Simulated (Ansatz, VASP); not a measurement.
**Two plane-wave programs on Sb**

```
Sb
1.0
     3.46395    0.00000    0.00000
    -1.73198    2.99987    0.00000
     0.00000    0.00000    5.04180
Sb
2
Direct
  0.33333 0.66667 0.25000
  0.66667 0.33333 0.75000
```

Alike in both runs: task single point; functional r2SCAN; k mesh 18 × 18 × 10; occupations gaussian, width 0.15 eV; no spin polarisation.

|  | VASP | Ansatz |
| --- | --- | --- |
| version | VASP 6.6.1 | Ansatz 0.2.0 |
| potentials or method | VASP PAW PBE potentials, release 64 (Sb), cutoff 520 eV | scalar-relativistic, plane waves, PAW |
| valence electrons in the cell | 10 | 30 |

Ansatz gave:

* gap on the k mesh at the Fermi level (eV): none
* pressure (GPa): 2.5
* traceless stress, the component that is largest in VASP (GPa): -0.28

Task: Estimate VASP's values.

Result: gap on the k mesh at the Fermi level (eV): none; pressure (GPa): 2.4; traceless stress, the component that is largest in VASP (GPa): -0.24.

VASP's potentials were made for PBE, not for r2SCAN. A gap of «none» marks a metal or a gap that the smearing closes. VASP's potentials hold 10 valence electrons a cell and Ansatz's 30, so a difference there can come from the potentials and not from the codes.

Spin-orbit coupling is off throughout.
